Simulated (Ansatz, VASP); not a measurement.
# Al in VASP and in Ansatz

```xyz
9
Lattice="4.2251 2.4393 0.0000 -4.2251 2.4393 0.0000 0.0000 0.0000 21.4997" Properties=species:S:1:pos:R:3 pbc="T T T"
Al    0.0000    0.0000    7.0000
Al   -1.4084    2.4393    7.0000
Al    1.4084    2.4393    7.0000
Al   -2.8147    3.2513    9.3232
Al    0.0000    3.2548    9.3232
Al   -1.4104    0.8120    9.3232
Al   -1.4084    4.0656   11.6469
Al   -2.8167    1.6262   11.6469
Al    0.0000    1.6262   11.6417
```

Alike in both runs: task single point; functional PBEsol; dispersion D4; k mesh 9 × 9 × 1; occupations methfessel-paxton of order 1, width 0.1 eV; no spin polarisation.

```csv
,VASP,Ansatz
version,VASP 6.6.1,Ansatz 0.2.0
potentials or method,"VASP PAW PBE potentials, release 64 (Al), cutoff 400 eV","scalar-relativistic, plane waves, PAW"
valence electrons in the cell,27,27
```

```tsv
	VASP	Ansatz	Ansatz less VASP
gap on the k mesh at the Fermi level (eV)	none	none	-
rms of the force components (eV/Å)	0.008	0.009	+0.0015
```

VASP's potentials were made for PBE, not for PBEsol, and Ansatz warns of the same on its side. Atom by atom the forces differ by 0.002 eV/Å (rms over components). A gap of «none» marks a metal or a gap that the smearing closes. Ansatz's warnings: xc potential rough in thin density.
